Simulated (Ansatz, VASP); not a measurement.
# Sn3F2 in VASP and in Ansatz

```xyz
5
Lattice="4.7896 0.0000 0.0000 -2.3948 4.1479 0.0000 0.0000 0.0000 5.8404" Properties=species:S:1:pos:R:3 pbc="T T T"
Sn    0.0000    0.0000    0.0000
Sn    0.0000    2.7653    4.5327
Sn    2.3948    1.3826    1.3076
F     0.0000    2.7653    2.4613
F     2.3948    1.3826    3.3791
```

Alike in both runs: functional PBE; k mesh 6 × 6 × 4; occupations gaussian, width 0.1 eV; no spin polarisation.

Ansatz relaxed the structure, and its values are those at the end. VASP's run is a single point on that final structure, the one shown.

```csv
,VASP,Ansatz
version,VASP 6.6.1,Ansatz 0.2.0
potentials or method,"VASP PAW PBE potentials, release 64 (Sn_d, F), cutoff 520 eV","scalar-relativistic, plane waves, PAW"
valence electrons in the cell,56,56
```

```tsv
	VASP	Ansatz	Ansatz less VASP
gap on the k mesh at the Fermi level (eV)	none	none	-
pressure (GPa)	0.2	0.2	-0.02
rms of the force components (eV/Å)	0.058	0.008	-0.0506
```

A gap of «none» marks a metal or a gap that the smearing closes.
